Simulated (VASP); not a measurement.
# Ba2ReTe4 (P6/mmm) in VASP: notebook

Runs on Ba2ReTe4. Level: PBE. Tasks: relaxation of cell and atoms, single point.

Everything below comes from runs of VASP 6.6.1. Logs are shortened: lines on timing, memory, paths and dates and some standing lists are left out, and cuts for length are marked.

### 1 The cell of the first run

It takes space group P6/mmm (No. 191, hexagonal). The conventional cell has a = 6.612 Å, b = 6.612 Å, c = 5.971 Å, α = 90.00°, β = 90.00°, γ = 120.00°. Ba (site symmetry -6m2) has 12 Te at 3.54 to 4.85 Å and 3 Ba at 3.82 Å and 3 Re at 3.82 Å within 4.9 Å. Re (site symmetry 6/mmm) has 2 Te at 2.99 Å and 6 Ba at 3.82 Å within 3.9 Å. Te (site symmetry mmm) has 6 Te at 3.31 Å and 4 Ba at 3.54 Å and 4 Re at 4.45 Å within 4.5 Å. Within 3.9 Å of Te (site symmetry 6/mmm) lie 2 Re at 2.99 Å and 6 Te at 3.31 Å.

The cell was built from a structure type or drawn by symmetry, and may not be a known phase.

### 2 Relaxation of cell and atoms, PBE

The input, INCAR:

```
PREC     = Accurate       # precision mode
ENCUT    = 600            # plane-wave cutoff, eV
EDIFF    = 1E-6           # SCF threshold, eV
ISMEAR   = 0              # smearing method
SIGMA    = 0.1            # smearing width, eV
LREAL    = F              # projectors in reciprocal space
LASPH    = T              # aspherical terms in the spheres
NELM     = 60             # most SCF steps
ALGO     = Normal         # electronic algorithm
ISIF     = 3              # what is computed and relaxed
LWAVE    = F              # write WAVECAR
LCHARG   = F              # write CHGCAR
GGA      = PE             # functional
IBRION   = 2              # ionic algorithm
NSW      = 90             # ionic steps
EDIFFG   = -0.04          # ionic threshold
```

The input, KPOINTS:

```
Automatic mesh
0
Gamma
  3 3 4
```

The input, POSCAR:

```
Ba2ReTe4
1.0
    6.6115472100      0.0000000000      0.0000000000
   -3.3057736100      5.7257678400      0.0000000000
    0.0000000000      0.0000000000      5.9707377100
Ba Re Te
2 1 4
Direct
    0.3333333300      0.6666666700      0.5000000000
    0.6666666700      0.3333333300      0.5000000000
    0.0000000000      0.0000000000      0.5000000000
    0.5000000000      0.0000000000      0.0000000000
    0.0000000000      0.5000000000      0.0000000000
    0.5000000000      0.5000000000      0.0000000000
    0.0000000000      0.0000000000      0.0000000000
```

Potentials or basis: VASP PAW PBE potentials, release 64 (Ba_sv, Re, Te).

On the command line:

```bash
cat potpaw_PBE.64/Ba_sv/POTCAR potpaw_PBE.64/Re/POTCAR potpaw_PBE.64/Te/POTCAR > POTCAR
mpirun -np 1 vasp_std > vasp.out
```

OUTCAR:

```text
PREC = Accurate
   ENCUT = 600
   EDIFF = 1E-6
   ISMEAR = 0
   LREAL = F
   LASPH = T
   NELM = 60
   ISIF = 3
   GGA = PE
   IBRION = 2
   NSW = 90
   EDIFFG = -0.04

 ion  position               nearest neighbor table
   1  0.333  0.667  0.500-   5 3.54   5 3.54   4 3.54   4 3.54   6 3.54   6 3.54   2 3.82   2 3.82
                             3 3.82   3 3.82   3 3.82   2 3.82
   2  0.667  0.333  0.500-   5 3.54   5 3.54   4 3.54   4 3.54   6 3.54   6 3.54   1 3.82   1 3.82
                             3 3.82   3 3.82   3 3.82   1 3.82
   3  0.000  0.000  0.500-   7 2.99   7 2.99   1 3.82   2 3.82   2 3.82   1 3.82   2 3.82   1 3.82

   4  0.500  0.000  0.000-   5 3.31   5 3.31   7 3.31   7 3.31   6 3.31   6 3.31   2 3.54   2 3.54
                             1 3.54   1 3.54
   5  0.000  0.500  0.000-   4 3.31   4 3.31   6 3.31   6 3.31   7 3.31   7 3.31   2 3.54   2 3.54
                             1 3.54   1 3.54
   6  0.500  0.500  0.000-   7 3.31   7 3.31   5 3.31   5 3.31   4 3.31   4 3.31   2 3.54   2 3.54
                             1 3.54   1 3.54
   7  0.000  0.000  0.000-   3 2.99   3 2.99   6 3.31   6 3.31   4 3.31   4 3.31   5 3.31   5 3.31

  LATTYP: Found a hexagonal cell.
 ALAT       =     6.6115472100
 C/A-ratio  =     0.9030772254

  Lattice vectors:

 A1 = (   6.6115472100,   0.0000000000,   0.0000000000)
 A2 = (  -3.3057736100,   5.7257678400,   0.0000000000)
 A3 = (   0.0000000000,   0.0000000000,   5.9707377100)

Analysis of symmetry for initial positions (statically):
=====================================================================
 Subroutine PRICEL returns:
 Original cell was already a primitive cell.

 Routine SETGRP: Setting up the symmetry group for a
 hexagonal supercell.

 Subroutine GETGRP returns: Found 24 space group operations
 (whereof 24 operations were pure point group operations)
 out of a pool of 24 trial point group operations.

The static configuration has the point symmetry D_6h.

Analysis of symmetry for dynamics (positions and initial velocities):
=====================================================================
 Subroutine PRICEL returns:
 Original cell was already a primitive cell.

 Routine SETGRP: Setting up the symmetry group for a
 hexagonal supercell.

 Subroutine GETGRP returns: Found 24 space group operations
 (whereof 24 operations were pure point group operations)
 out of a pool of 24 trial point group operations.

The dynamic configuration has the point symmetry D_6h.

 Subroutine INISYM returns: Found 24 space group operations
 (whereof 24 operations are pure point group operations),
 and found     1 'primitive' translations

----------------------------------------------------------------------------------------

                                     Primitive cell

  volume of cell :     226.0293

  direct lattice vectors                    reciprocal lattice vectors
     6.611547210  0.000000000  0.000000000     0.151250527  0.087324533  0.000000000
    -3.305773610  5.725767840  0.000000000     0.000000000  0.174649065  0.000000000
     0.000000000  0.000000000  5.970737710     0.000000000  0.000000000  0.167483492

  length of vectors
     6.611547210  6.611547211  5.970737710     0.174649065  0.174649065  0.167483492

  position of ions in fractional coordinates (direct lattice)
     0.333333330  0.666666670  0.500000000
     0.666666670  0.333333330  0.500000000
     0.000000000  0.000000000  0.500000000
     0.500000000  0.000000000  0.000000000
     0.000000000  0.500000000  0.000000000
     0.500000000  0.500000000  0.000000000
     0.000000000  0.000000000  0.000000000

  ion indices of the primitive-cell ions
   primitive index   ion index
                 1           1
                 2           2
                 3           3
                 4           4
                 5           5
                 6           6
                 7           7

----------------------------------------------------------------------------------------

 KPOINTS: Automatic mesh

Automatic generation of k-mesh.
 Grid dimensions read from file:
 generate k-points for:    3    3    4

 Generating k-lattice:

  Cartesian coordinates                     Fractional coordinates (reciprocal lattice)
     0.050416842  0.029108178  0.000000000     0.333333333  0.000000000  0.000000000
     0.000000000  0.058216355  0.000000000     0.000000000  0.333333333  0.000000000
     0.000000000  0.000000000  0.041870873     0.000000000  0.000000000  0.250000000

  Length of vectors
     0.058216355  0.058216355  0.041870873

  Shift w.r.t. Gamma in fractional coordinates (k-lattice)
     0.000000000  0.000000000  0.000000000

 Subroutine IBZKPT returns following result:
 ===========================================

 Found      9 irreducible k-points:

 Following reciprocal coordinates:
            Coordinates               Weight
  0.000000  0.000000  0.000000      1.000000
  0.333333 -0.000000  0.000000      6.000000
  0.333333  0.333333  0.000000      2.000000
  0.000000  0.000000  0.250000      2.000000
  0.333333 -0.000000  0.250000     12.000000
  0.333333  0.333333  0.250000      4.000000
  0.000000  0.000000  0.500000      1.000000
  0.333333 -0.000000  0.500000      6.000000
  0.333333  0.333333  0.500000      2.000000
   k-points           NKPTS =      9   k-points in BZ     NKDIM =      9   number of bands    NBANDS=     30
   number of dos      NEDOS =    301   number of ions     NIONS =      7
   total plane-waves  NPLWV = 139968
   dimension x,y,z NGX =    54 NGY =   54 NGZ =   48
   dimension x,y,z NGXF=   108 NGYF=  108 NGZF=   96
   ions per type =               2   1   4
   NGX,Y,Z   is equivalent  to a cutoff of  13.58, 13.58, 13.36 a.u.
   NGXF,Y,Z  is equivalent  to a cutoff of  27.16, 27.16, 26.73 a.u.
 SYSTEM =  unknown system
   PREC   = accura    normal or accurate (medium, high low for compatibility)
   ISTART =      0    job   : 0-new  1-cont  2-samecut
   ICHARG =      2    charge: 1-file 2-atom 10-const
   ISPIN  =      1    spin polarized calculation?
   LNONCOLLINEAR =      F non collinear calculations
   LSORBIT =      F    spin-orbit coupling
   LASPH  =      T    aspherical Exc in radial PAW
   ENCUT  =  600.0 eV  44.10 Ry    6.64 a.u.  13.20 13.20 11.93*2*pi/ulx,y,z
   NELM   =     60;   NELMIN=  2; NELMDL= -5     # of ELM steps
   EDIFF  = 0.1E-05   stopping-criterion for ELM
   LREAL  =      F    real-space projection
   EDIFFG = -.4E-01   stopping-criterion for IOM
   NSW    =     90    number of steps for IOM
   IBRION =      2    ionic relax: 0-MD 1-quasi-New 2-CG
   NFREE  =      1    steps in history (QN), initial steepest desc. (CG)
   ISIF   =      3    stress and relaxation
   ISYM   =      2    0-nonsym 1-usesym 2-fastsym
   POTIM  = 0.5000    time-step for ionic-motion
   TEBEG  =    0.0;   TEEND  =   0.0 temperature during run
   PSTRESS=    0.0 pullay stress
   NELECT =      51.0000    total number of electrons
   NUPDOWN=      -1.0000    fix difference up-down
   EMIN   =  10.00;   EMAX   =-10.00  energy-range for DOS
   EFERMI =   0.00;   METHOD = LEGACY
   ISMEAR =     0;   SIGMA  =   0.10  broadening in eV -4-tet -1-fermi 0-gaus
   EFERMI_NEDOS =   21; number of points for ismear=-14 and -15
   IALGO  =     38    algorithm
   IMIX   =      4    mixing-type and parameters
     AMIX     =   0.40;   BMIX     =  1.00
     AMIX_MAG =   1.60;   BMIX_MAG =  1.00
  volume/ion in A,a.u.               =      32.29       217.90
  Fermi-wavevector in a.u.,A,eV,Ry     =   0.996651  1.883398 13.514857  0.993314
  Thomas-Fermi vector in A             =   2.128754
   LORBIT       =      0    0 simple, 1 ext, 2 COOP (PROOUT), +10 PAW based schemes
   GGA     = PE    functional components
   LHFCALC =     F    Hartree Fock is set to
   AEXX    =    0.0000 exact exchange contribution
   IVDW    =     0    specifies the selected vdW correction
   LEPSILON=     F    determine dielectric tensor
   LRPA    =     F    only Hartree local field effects (RPA)
 conjugate gradient relaxation of ions
 non-spin polarized calculation
 Gauss-broadening in eV      SIGMA  =   0.10
  energy-cutoff  :      600.00
  volume of cell :      226.03
 maximum number of plane-waves:      7584
 NGX is ok and might be reduce to    54
   NGX = 27   NGY = 27   NGZ = 23

--------------------------------------- Ionic step        1  -------------------------------------------

 number of electron      50.9999998 magnetization

 Free energy of the ion-electron system (eV)
  ---------------------------------------------------
  ext. energy  EPLUGINS =         0.00000000
  ---------------------------------------------------
  free energy    TOTEN  =       -26.92507474 eV

  energy without entropy =      -26.84439993  energy(sigma->0) =      -26.88473733

------------------------ aborting loop because EDIFF is reached ----------------------------------------

  FORCE on cell =-STRESS in cart. coord.  units (eV):
  Direction    XX          YY          ZZ          XY          YZ          ZX
  --------------------------------------------------------------------------------------
  -------------------------------------------------------------------------------------
  Total        3.1149064      3.1149064     -9.7535544     -0.0000000      0.0000000      0.0000000
  in kB       22.0795771     22.0795770    -69.1367023     -0.0000000      0.0000000      0.0000000
  external PRESSURE =      -8.3258494 kB  Pullay stress =       0.0000000 kB
[... 149 lines left out ...]
  energy  without entropy=      -28.0961768080  energy(sigma->0) =      -28.12970223

--------------------------------------- Ionic step        5  -------------------------------------------

 number of electron      51.0000000 magnetization

 E-fermi :   3.9498     XC(G=0):  -9.0496

 val. band max:        3.9412694195   @ k =   0.3333  -0.0000   0.0000
 cond. band min:       3.9868173881   @ k =   0.0000   0.0000   0.5000
 fundamental gap:      0.0455479685
 Fermi energy:         3.9497702102

 k-point     1 :       0.0000    0.0000    0.0000
  band No.  band energies     occupation
      1     -23.2746      2.00000
      2     -23.2386      2.00000
      3      -8.9580      2.00000
      4      -8.9580      2.00000
      5      -8.6596      2.00000
      6      -8.5014      2.00000
[... 406 lines left out ...]
  energy  without entropy=      -28.2715838258  energy(sigma->0) =      -28.31185902

--------------------------------------- Ionic step        8  -------------------------------------------

 number of electron      50.9999999 magnetization

 Free energy of the ion-electron system (eV)
  ---------------------------------------------------
  ext. energy  EPLUGINS =         0.00000000
  ---------------------------------------------------
  free energy    TOTEN  =       -28.40747099 eV

  energy without entropy =      -28.33191599  energy(sigma->0) =      -28.36969349

 E-fermi :   3.4880     XC(G=0):  -8.8073

 val. band max:        3.4799422493   @ k =   0.0000   0.0000   0.2500
 cond. band min:       3.5226152174   @ k =   0.0000   0.0000   0.5000
 fundamental gap:      0.0426729681
 Fermi energy:         3.4879916157

 k-point     1 :       0.0000    0.0000    0.0000
  band No.  band energies     occupation
      1     -23.8326      2.00000
      2     -23.8056      2.00000
      3      -9.4136      2.00000
      4      -9.4136      2.00000
      5      -9.1432      2.00000
      6      -9.0405      2.00000
[... 320 lines left out ...]
  FREE ENERGIE OF THE ION-ELECTRON SYSTEM (eV)
  ---------------------------------------------------
  free  energy   TOTEN  =       -28.4074709924 eV

  energy  without entropy=      -28.3319159878  energy(sigma->0) =      -28.36969349

 reached required accuracy - stopping structural energy minimisation
```

It took 9.6 min on 1 thread of Intel Xeon Platinum 8488C (Sapphire Rapids), shared host; peak memory 0.45 GiB.

Results:

```yaml
Free_energy: -28.4075 eV
Relaxed_volume: 37.36 Å³/atom
Relaxed_cell: a = 7.679 Å, b = 7.679 Å, c = 5.122 Å, α = 90.00°, β = 90.00°, γ = 120.00°
Space_group_after_relaxing_to_0.1_Å: P6/mmm (No. 191)
Energy_gained_by_relaxing: 211.8 meV/atom
Ionic_steps: 8
Pressure_after_relaxing: 0.1 GPa
Band_gap_on_the_k_mesh: zero (an odd number of electrons rules out a gap without spin polarisation)
```

Step by step:
| step | energy change (eV) | largest force (eV/Å) | pressure (GPa) | volume (Å³) |
| --- | --- | --- | --- | --- |
| 1 | 0.0000 | 0.0000 | -0.83 | 226.03 |
| 2 | -0.6750 | 0.0000 | 1.37 | 219.99 |
| 3 | -0.8638 | 0.0000 | 4.09 | 215.19 |
| 4 | -1.2382 | 0.0000 | 2.63 | 230.26 |
| 5 | -1.4030 | 0.0000 | 2.01 | 247.45 |
| 6 | -1.4093 | 0.0000 | 1.98 | 253.06 |
| 7 | -1.4271 | 0.0000 | -1.35 | 269.38 |
| 8 | -1.4824 | 0.0000 | 0.07 | 261.52 |

Final structure:
```yaml
crystal:
  lattice:
    - [7.67863, 0.00000, 0.00000]
    - [-3.83932, 6.64989, 0.00000]
    - [0.00000, 0.00000, 5.12155]
  atoms:
    - { symbol: Ba, position: [0.33333, 0.66667, 0.50000] }
    - { symbol: Ba, position: [0.66667, 0.33333, 0.50000] }
    - { symbol: Re, position: [0.00000, 0.00000, 0.50000] }
    - { symbol: Te, position: [0.50000, 0.00000, 0.00000] }
    - { symbol: Te, position: [0.00000, 0.50000, 0.00000] }
    - { symbol: Te, position: [0.50000, 0.50000, 0.00000] }
    - { symbol: Te, position: [0.00000, 0.00000, 0.00000] }
```

Levels at points of the mesh, in eV from the Fermi level:
```csv
k point,band 23,band 24,band 25,band 26,band 27,band 28,band 29,band 30
"(0.00, 0.00, 0.00)",-0.21,-0.21,-0.09,-0.09,0.16,0.82,0.82,1.19
"(0.00, 0.00, 0.50)",0.03,0.03,0.28,0.36,0.36,1.37,1.37,2.12
```

Caveat: the k points lie up to 0.31 Å⁻¹ apart in the final cell, too coarse for converged energies and pressures of a metal; the volume moved by over 15 % at a fixed basis, so the end points are rough; spin-orbit coupling is left out, which moves the levels of the heavy elements.

### 3 Single point, PBE, collinear spin

This run uses another cell than the first one, of 36.31 Å³/atom.

The input, INCAR:

```
SYSTEM = Ba2ReTe4
  PREC = Accurate
  ENCUT = 520
  EDIFF = 1E-7
  ISMEAR = 0
  SIGMA = 0.1
  LREAL = .FALSE.
  LASPH = .TRUE.
  NELM = 150
  ALGO = Normal
  ISIF = 2
  LWAVE = .FALSE.
  LCHARG = .FALSE.
  ISPIN = 2
  MAGMOM = 0 0 1 0 0 0 0
  LORBIT = 11
  LMAXMIX = 4
  GGA = PE
  NBANDS = 38
```

The input, KPOINTS:

```
Automatic mesh
0
G
  3 3 4
  0 0 0
```

The input, POSCAR:

```
Ba2ReTe4
1.0
    7.5619554872      0.0000000000      0.0000000000
   -3.7809777436      6.5488455542      0.0000000000
    0.0000000000      0.0000000000      5.1318943398
Ba Re Te
2 1 4
Direct
    0.3333333333      0.6666666667      0.5000000000
    0.6666666667      0.3333333333      0.5000000000
    0.0000000000      0.0000000000      0.5000000000
    0.5000000000      0.0000000000      0.0000000000
    0.0000000000      0.5000000000      0.0000000000
    0.5000000000      0.5000000000      0.0000000000
    0.0000000000      0.0000000000      0.0000000000
```

Potentials or basis: VASP PAW PBE potentials, release 64 (Ba_sv, Re, Te).

On the command line:

```bash
cat potpaw_PBE.64/Ba_sv/POTCAR potpaw_PBE.64/Re/POTCAR potpaw_PBE.64/Te/POTCAR > POTCAR
mpirun -np 1 vasp_std > vasp.out
```

OUTCAR:

```text
SYSTEM = Ba2ReTe4
   PREC = Accurate
   ENCUT = 520
   EDIFF = 1E-7
   ISMEAR = 0
   LREAL = .FALSE.
   LASPH = .TRUE.
   NELM = 150
   ISIF = 2
   ISPIN = 2
   LORBIT = 11
   GGA = PE

 ion  position               nearest neighbor table
   1  0.333  0.667  0.500-   4 3.37   4 3.37   5 3.37   5 3.37   6 3.37   6 3.37   2 4.37   2 4.37
                             2 4.37
   2  0.667  0.333  0.500-   4 3.37   4 3.37   5 3.37   5 3.37   6 3.37   6 3.37   1 4.37   1 4.37
                             1 4.37
   3  0.000  0.000  0.500-   7 2.57   7 2.57
   4  0.500  0.000  0.000-   1 3.37   2 3.37   1 3.37   2 3.37
   5  0.000  0.500  0.000-   1 3.37   2 3.37   1 3.37   2 3.37
   6  0.500  0.500  0.000-   1 3.37   2 3.37   1 3.37   2 3.37
   7  0.000  0.000  0.000-   3 2.57   3 2.57

  LATTYP: Found a hexagonal cell.
 ALAT       =     7.5619554872
 C/A-ratio  =     0.6786464623

[... 945 lines left out ...]
      3.78098      0.00000      0.00000        -0.000000     -0.000000      0.000000
     -1.89049      3.27442      0.00000        -0.000000     -0.000000      0.000000
      1.89049      3.27442      0.00000        -0.000000     -0.000000      0.000000
      0.00000      0.00000      0.00000        -0.000000     -0.000000      0.000000
 -----------------------------------------------------------------------------------
    total drift:                                0.000000     -0.000000      0.000000

  FREE ENERGIE OF THE ION-ELECTRON SYSTEM (eV)
  ---------------------------------------------------
  free  energy   TOTEN  =       -28.8870242021 eV

  energy  without entropy=      -28.8615498916  energy(sigma->0) =      -28.87428705

 total charge

# of ion       s       p       d       tot
------------------------------------------
    1        2.012   5.601   0.351   7.964
    2        2.012   5.601   0.351   7.964
    3        0.555   0.220   4.740   5.516
    4        1.383   1.985   0.015   3.383
    5        1.383   1.985   0.015   3.383
    6        1.383   1.985   0.015   3.383
    7        1.376   1.914   0.060   3.349
--------------------------------------------------
tot         10.106  19.292   5.546  34.944

 magnetization (x)

# of ion       s       p       d       tot
------------------------------------------
    1       -0.001   0.001  -0.005  -0.005
    2       -0.001   0.001  -0.005  -0.005
    3        0.062   0.010   1.956   2.028
    4       -0.001  -0.032  -0.001  -0.033
    5       -0.001  -0.032  -0.001  -0.033
    6       -0.001  -0.032  -0.001  -0.033
    7       -0.007  -0.124   0.000  -0.132
--------------------------------------------------
tot          0.051  -0.209   1.944   1.786
```

stdout:

```text
POSCAR found type information on POSCAR BaReTe
 POSCAR found :  3 types and       7 ions
 scaLAPACK will be used
 LDA part: xc-table for (Slater+PW92), standard interpolation
 POSCAR, INCAR and KPOINTS ok, starting setup
 FFT: planning ... GRIDC
 FFT: planning ... GRID_SOFT
 FFT: planning ... GRID
 WAVECAR not read
 entering main loop
```

Run time: 4 min. Hardware: 1 thread of Intel Xeon Platinum 8488C (Sapphire Rapids), shared host; peak memory 0.51 GiB.

Results:

* Free energy: -28.8870 eV
* Pressure: 1.2 GPa
* Net moment: 1.92 μB per cell
* Site moments: Ba -0.01; Re +2.03; Te -0.03, -0.13 (each value once) μB
* Valence electrons inside the program's atomic spheres: Ba 7.96; Re 5.52; Te 3.38, 3.35 (each value once)

Levels at points of the mesh, in eV from the Fermi level:
Spin up:
```tsv
k point	band 23	band 24	band 25	band 26	band 27	band 28	band 29	band 30
(0.00, 0.00, 0.00)	-1.19	-1.03	-0.24	-0.24	0.15	0.78	0.86	0.86
(0.00, 0.00, 0.50)	-0.98	-0.98	0.20	0.20	0.27	0.96	0.96	1.89
```
Spin down:
```csv
k point,band 20,band 21,band 22,band 23,band 24,band 25,band 26,band 27,band 28,band 29
"(0.00, 0.00, 0.00)",-0.89,-0.49,-0.49,-0.30,-0.30,0.06,0.50,0.50,0.79,0.79
"(0.00, 0.00, 0.50)",-1.38,-1.38,-0.03,0.18,0.39,0.39,0.64,0.64,1.19,1.19
```

Caveat: spin-orbit coupling is left out, which moves the levels of the heavy elements.
